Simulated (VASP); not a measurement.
# CaNbI6 (Fm-3m) in VASP: single point with PBE

Aim: the single point of CaNbI6 with PBE.

Program: VASP 6.6.1. These are calculated values, not measurements. Logs are shortened: lines on timing, memory, paths and dates and some standing lists are left out, and cuts for length are marked.

### 1 The cell of the first run

It takes space group Fm-3m (No. 225, cubic). The conventional cell has a = 11.162 Å, b = 11.162 Å, c = 11.162 Å, α = 90.00°, β = 90.00°, γ = 90.00°. Ca (site symmetry m-3m) has 6 I at 3.14 Å within 4.1 Å. Within 3.2 Å of Nb (site symmetry m-3m) lie 6 I at 2.44 Å. I (site symmetry 4mm) has 1 Nb at 2.44 Å and 1 Ca at 3.14 Å within 3.2 Å.

The cell was generated, and may not be a known phase.

### 2 Single point, PBE

The input, INCAR:

```
SYSTEM = CaNbI6
PREC     = Accurate       ! precision mode
ENCUT    = 520            ! plane-wave cutoff, eV
EDIFF    = 1E-7           ! SCF threshold, eV
ISMEAR   = 0              ! smearing method
SIGMA    = 0.1            ! smearing width, eV
LREAL    = .False.        ! projectors in reciprocal space
LASPH    = .True.         ! aspherical terms in the spheres
NELM     = 60             ! most SCF steps
ALGO     = Normal         ! electronic algorithm
ISIF     = 2              ! what is computed and relaxed
LWAVE    = .False.        ! write WAVECAR
LCHARG   = .False.        ! write CHGCAR
GGA      = PE             ! functional
NBANDS   = 42             ! bands
```

The input, KPOINTS:

```
Automatic mesh
0
Gamma
  4 4 4
  0 0 0
```

The input, POSCAR:

```
CaNbI6
1.0
    0.0000000000      5.5808326400      5.5808326400
    5.5808326400      0.0000000000      5.5808326400
    5.5808326400      5.5808326400      0.0000000000
Ca Nb I
1 1 6
Direct
    0.5000000000      0.5000000000      0.5000000000
    0.0000000000      0.0000000000      0.0000000000
    0.7816298600      0.7816298600      0.2183701400
    0.2183701400      0.7816298600      0.2183701400
    0.7816298600      0.2183701400      0.2183701400
    0.2183701400      0.2183701400      0.7816298600
    0.7816298600      0.2183701400      0.7816298600
    0.2183701400      0.7816298600      0.7816298600
```

Potentials or basis: VASP PAW PBE potentials, release 64 (Ca_sv, Nb_sv, I).

On the command line:

```console
$ cat potpaw_PBE.64/Ca_sv/POTCAR potpaw_PBE.64/Nb_sv/POTCAR potpaw_PBE.64/I/POTCAR > POTCAR
$ mpirun -np 1 vasp_std > vasp.out
```

OUTCAR:

```text
SYSTEM = CaNbI6
   PREC = Accurate
   ENCUT = 520
   EDIFF = 1E-7
   ISMEAR = 0
   LREAL = .False.
   LASPH = .True.
   NELM = 60
   ISIF = 2
   GGA = PE

 ion  position               nearest neighbor table
   1  0.500  0.500  0.500-   3 3.14   4 3.14   5 3.14   6 3.14   7 3.14   8 3.14
   2  0.000  0.000  0.000-   3 2.44   4 2.44   5 2.44   6 2.44   7 2.44   8 2.44
   3  0.782  0.782  0.218-   2 2.44   1 3.14   4 3.45   5 3.45   7 3.45   8 3.45
   4  0.218  0.782  0.218-   2 2.44   1 3.14   3 3.45   5 3.45   6 3.45   8 3.45
   5  0.782  0.218  0.218-   2 2.44   1 3.14   3 3.45   4 3.45   6 3.45   7 3.45
   6  0.218  0.218  0.782-   2 2.44   1 3.14   4 3.45   5 3.45   7 3.45   8 3.45
   7  0.782  0.218  0.782-   2 2.44   1 3.14   3 3.45   5 3.45   6 3.45   8 3.45
   8  0.218  0.782  0.782-   2 2.44   1 3.14   3 3.45   4 3.45   6 3.45   7 3.45

  LATTYP: Found a face centered cubic cell.
 ALAT       =    11.1616652800

  Lattice vectors:

 A1 = (   0.0000000000,   5.5808326400,   5.5808326400)
 A2 = (   5.5808326400,   0.0000000000,   5.5808326400)
 A3 = (   5.5808326400,   5.5808326400,   0.0000000000)

Analysis of symmetry for initial positions (statically):
=====================================================================
 Subroutine PRICEL returns:
 Original cell was already a primitive cell.

 Routine SETGRP: Setting up the symmetry group for a
 face centered cubic supercell.

 Subroutine GETGRP returns: Found 48 space group operations
 (whereof 48 operations were pure point group operations)
 out of a pool of 48 trial point group operations.

The static configuration has the point symmetry O_h .

Analysis of symmetry for dynamics (positions and initial velocities):
=====================================================================
 Subroutine PRICEL returns:
 Original cell was already a primitive cell.

 Routine SETGRP: Setting up the symmetry group for a
 face centered cubic supercell.

 Subroutine GETGRP returns: Found 48 space group operations
 (whereof 48 operations were pure point group operations)
 out of a pool of 48 trial point group operations.

The dynamic configuration has the point symmetry O_h .

 Subroutine INISYM returns: Found 48 space group operations
 (whereof 48 operations are pure point group operations),
 and found     1 'primitive' translations

----------------------------------------------------------------------------------------

                                     Primitive cell

  volume of cell :     347.6378

  direct lattice vectors                    reciprocal lattice vectors
     0.000000000  5.580832640  5.580832640    -0.089592366  0.089592366  0.089592366
     5.580832640  0.000000000  5.580832640     0.089592366 -0.089592366  0.089592366
     5.580832640  5.580832640  0.000000000     0.089592366  0.089592366 -0.089592366

  length of vectors
     7.892489209  7.892489209  7.892489209     0.155178530  0.155178530  0.155178530

  position of ions in fractional coordinates (direct lattice)
     0.500000000  0.500000000  0.500000000
     0.000000000  0.000000000  0.000000000
     0.781629860  0.781629860  0.218370140
     0.218370140  0.781629860  0.218370140
     0.781629860  0.218370140  0.218370140
     0.218370140  0.218370140  0.781629860
     0.781629860  0.218370140  0.781629860
     0.218370140  0.781629860  0.781629860

  ion indices of the primitive-cell ions
   primitive index   ion index
                 1           1
                 2           2
                 3           3
                 4           4
                 5           5
                 6           6
                 7           7
                 8           8

----------------------------------------------------------------------------------------

 KPOINTS: Automatic mesh

Automatic generation of k-mesh.
 Grid dimensions read from file:
 generate k-points for:    4    4    4

 Generating k-lattice:

  Cartesian coordinates                     Fractional coordinates (reciprocal lattice)
    -0.022398091  0.022398091  0.022398091     0.250000000  0.000000000  0.000000000
     0.022398091 -0.022398091  0.022398091     0.000000000  0.250000000  0.000000000
     0.022398091  0.022398091 -0.022398091     0.000000000  0.000000000  0.250000000

  Length of vectors
     0.038794632  0.038794632  0.038794632

  Shift w.r.t. Gamma in fractional coordinates (k-lattice)
     0.000000000  0.000000000  0.000000000

 Subroutine IBZKPT returns following result:
 ===========================================

 Found      8 irreducible k-points:

 Following reciprocal coordinates:
            Coordinates               Weight
  0.000000  0.000000  0.000000      1.000000
  0.250000  0.000000  0.000000      8.000000
  0.500000  0.000000  0.000000      4.000000
  0.250000  0.250000  0.000000      6.000000
  0.500000  0.250000  0.000000     24.000000
 -0.250000  0.250000  0.000000     12.000000
  0.500000  0.500000  0.000000      3.000000
 -0.250000  0.500000  0.250000      6.000000
   k-points           NKPTS =      8   k-points in BZ     NKDIM =      8   number of bands    NBANDS=     42
   number of dos      NEDOS =    301   number of ions     NIONS =      8
   total plane-waves  NPLWV = 216000
   dimension x,y,z NGX =    60 NGY =   60 NGZ =   60
   dimension x,y,z NGXF=   120 NGYF=  120 NGZF=  120
   ions per type =               1   1   6
   NGX,Y,Z   is equivalent  to a cutoff of  12.64, 12.64, 12.64 a.u.
   NGXF,Y,Z  is equivalent  to a cutoff of  25.28, 25.28, 25.28 a.u.
 SYSTEM =  CaNbI6
   PREC   = accura    normal or accurate (medium, high low for compatibility)
   ISTART =      0    job   : 0-new  1-cont  2-samecut
   ICHARG =      2    charge: 1-file 2-atom 10-const
   ISPIN  =      1    spin polarized calculation?
   LNONCOLLINEAR =      F non collinear calculations
   LSORBIT =      F    spin-orbit coupling
   LASPH  =      T    aspherical Exc in radial PAW
   ENCUT  =  520.0 eV  38.22 Ry    6.18 a.u.  14.67 14.67 14.67*2*pi/ulx,y,z
   NELM   =     60;   NELMIN=  2; NELMDL= -5     # of ELM steps
   EDIFF  = 0.1E-06   stopping-criterion for ELM
   LREAL  =      F    real-space projection
   EDIFFG = 0.1E-05   stopping-criterion for IOM
   NSW    =      0    number of steps for IOM
   IBRION =     -1    ionic relax: 0-MD 1-quasi-New 2-CG
   NFREE  =      0    steps in history (QN), initial steepest desc. (CG)
   ISIF   =      2    stress and relaxation
   ISYM   =      2    0-nonsym 1-usesym 2-fastsym
   POTIM  = 0.5000    time-step for ionic-motion
   TEBEG  =    0.0;   TEEND  =   0.0 temperature during run
   PSTRESS=    0.0 pullay stress
   NELECT =      65.0000    total number of electrons
   NUPDOWN=      -1.0000    fix difference up-down
   EMIN   =  10.00;   EMAX   =-10.00  energy-range for DOS
   EFERMI =   0.00;   METHOD = LEGACY
   ISMEAR =     0;   SIGMA  =   0.10  broadening in eV -4-tet -1-fermi 0-gaus
   EFERMI_NEDOS =   21; number of points for ismear=-14 and -15
   IALGO  =     38    algorithm
   IMIX   =      4    mixing-type and parameters
     AMIX     =   0.40;   BMIX     =  1.00
     AMIX_MAG =   1.60;   BMIX_MAG =  1.00
  volume/ion in A,a.u.               =      43.45       293.25
  Fermi-wavevector in a.u.,A,eV,Ry     =   0.936132  1.769032 11.923364  0.876343
  Thomas-Fermi vector in A             =   2.063110
   LORBIT       =      0    0 simple, 1 ext, 2 COOP (PROOUT), +10 PAW based schemes
   GGA     = PE    functional components
   LHFCALC =     F    Hartree Fock is set to
   AEXX    =    0.0000 exact exchange contribution
   IVDW    =     0    specifies the selected vdW correction
   LEPSILON=     F    determine dielectric tensor
   LRPA    =     F    only Hartree local field effects (RPA)
 non-spin polarized calculation
 Gauss-broadening in eV      SIGMA  =   0.10
  energy-cutoff  :      520.00
  volume of cell :      347.64
 maximum number of plane-waves:      9405
 NGX is ok and might be reduce to    60
   NGX = 29   NGY = 29   NGZ = 29

 number of electron      64.9999996 magnetization

 Free energy of the ion-electron system (eV)
  ---------------------------------------------------
  ext. energy  EPLUGINS =         0.00000000
  ---------------------------------------------------
  free energy    TOTEN  =       -21.65943157 eV

  energy without entropy =      -21.61967105  energy(sigma->0) =      -21.63955131

 E-fermi :   3.0860     XC(G=0):  -7.3279

 val. band max:        3.0628206024   @ k =   0.2500   0.0000   0.0000
 cond. band min:       3.0945390556   @ k =   0.5000   0.2500   0.0000
 fundamental gap:      0.0317184532
 Fermi energy:         3.0859963856

 k-point     1 :       0.0000    0.0000    0.0000
  band No.  band energies     occupation
      1     -52.8210      2.00000
      2     -39.0182      2.00000
      3     -29.1977      2.00000
      4     -29.1977      2.00000
      5     -29.1977      2.00000
      6     -20.0229      2.00000
[... 34 lines left out ...]
     41       6.0890      0.00000
     42       6.4409      0.00000

 k-point     2 :       0.2500    0.0000    0.0000
  band No.  band energies     occupation
      1     -52.8210      2.00000
      2     -39.0182      2.00000
      3     -29.1977      2.00000
      4     -29.1977      2.00000
      5     -29.1977      2.00000
      6     -20.0229      2.00000
[... 34 lines left out ...]
     41       6.5466      0.00000
     42       6.8051      0.00000

 k-point     3 :       0.5000    0.0000    0.0000
  band No.  band energies     occupation
      1     -52.8210      2.00000
      2     -39.0182      2.00000
      3     -29.1977      2.00000
      4     -29.1977      2.00000
      5     -29.1977      2.00000
      6     -20.0230      2.00000
[... 177 lines left out ...]
      4     -29.1977      2.00000
      5     -29.1977      2.00000
      6     -20.0229      2.00000
[... 34 lines left out ...]
     41       6.1520      0.00000
     42       7.7380      0.00000

 k-point     8 :      -0.2500    0.5000    0.2500
  band No.  band energies     occupation
      1     -52.8210      2.00000
      2     -39.0182      2.00000
      3     -29.1977      2.00000
      4     -29.1977      2.00000
      5     -29.1977      2.00000
      6     -20.0229      2.00000
[... 34 lines left out ...]
     41       6.8373      0.00000
     42       6.9624      0.00000

------------------------ aborting loop because EDIFF is reached ----------------------------------------

  FORCE on cell =-STRESS in cart. coord.  units (eV):
  Direction    XX          YY          ZZ          XY          YZ          ZX
  --------------------------------------------------------------------------------------
  -------------------------------------------------------------------------------------
  Total       29.7403508     29.7403508     29.7403508      0.0000000      0.0000000      0.0000000
  in kB      137.0659802    137.0659802    137.0659802      0.0000000      0.0000000      0.0000000
  external PRESSURE =     137.0659802 kB  Pullay stress =       0.0000000 kB

 VOLUME and BASIS-vectors are now :
 -----------------------------------------------------------------------------
  energy-cutoff  :      520.00
  volume of cell :      347.64
      direct lattice vectors                 reciprocal lattice vectors
     0.000000000  5.580832640  5.580832640    -0.089592366  0.089592366  0.089592366
     5.580832640  0.000000000  5.580832640     0.089592366 -0.089592366  0.089592366
     5.580832640  5.580832640  0.000000000     0.089592366  0.089592366 -0.089592366

 POSITION                                       TOTAL-FORCE (eV/Angst)
 -----------------------------------------------------------------------------------
      5.58083      5.58083      5.58083         0.000000     -0.000000      0.000000
      0.00000      0.00000      0.00000         0.000000     -0.000000     -0.000000
      5.58083      5.58083      8.72429         0.000000     -0.000000     -6.342006
      5.58083      2.43737      5.58083         0.000000      6.342006      0.000000
      2.43737      5.58083      5.58083         6.342006     -0.000000      0.000000
      5.58083      5.58083      2.43737         0.000000     -0.000000      6.342006
      5.58083      8.72429      5.58083         0.000000     -6.342006      0.000000
      8.72429      5.58083      5.58083        -6.342006     -0.000000      0.000000
 -----------------------------------------------------------------------------------
    total drift:                               -0.000000     -0.000000      0.000000

  FREE ENERGIE OF THE ION-ELECTRON SYSTEM (eV)
  ---------------------------------------------------
  free  energy   TOTEN  =       -21.6594315743 eV

  energy  without entropy=      -21.6196710516  energy(sigma->0) =      -21.63955131
```

Run time: 5.5 min. Hardware: 1 thread of Intel Xeon 8259CL, shared host; peak memory 0.56 GiB.

What came out:

- Free energy: -21.6594 eV
- Pressure: 13.7 GPa
- Largest force: 6.342 eV/Å
- Band gap on the k mesh: zero (an odd number of electrons rules out a gap without spin polarisation)

Forces on the atoms (eV/Å):
```
Ca   0.000  0.000  0.000
Nb   0.000  0.000  0.000
I    0.000  0.000 -6.342
I    0.000  6.342  0.000
I    6.342  0.000  0.000
I    0.000  0.000  6.342
I    0.000 -6.342  0.000
I   -6.342  0.000  0.000
```

Levels at points of the mesh, in eV from the Fermi level:
```csv
k point,band 30,band 31,band 32,band 33,band 34,band 35
"(0.00, 0.00, 0.00)",-0.95,-0.95,-0.95,-0.25,-0.25,-0.25
"(0.50, 0.00, 0.00)",-1.42,-1.42,-1.24,0.12,0.29,0.29
"(0.50, 0.50, 0.00)",-1.83,-1.83,-0.96,-0.28,0.66,0.66
```

Caveat: the cell stands under pressure; spin-orbit coupling is left out, which moves the levels of the heavy elements; an odd number of electrons without spin polarisation forces a metal; a magnetic or distorted state may lie lower.

The gap in the log of VASP goes by the Fermi energy; the results here count the filled bands.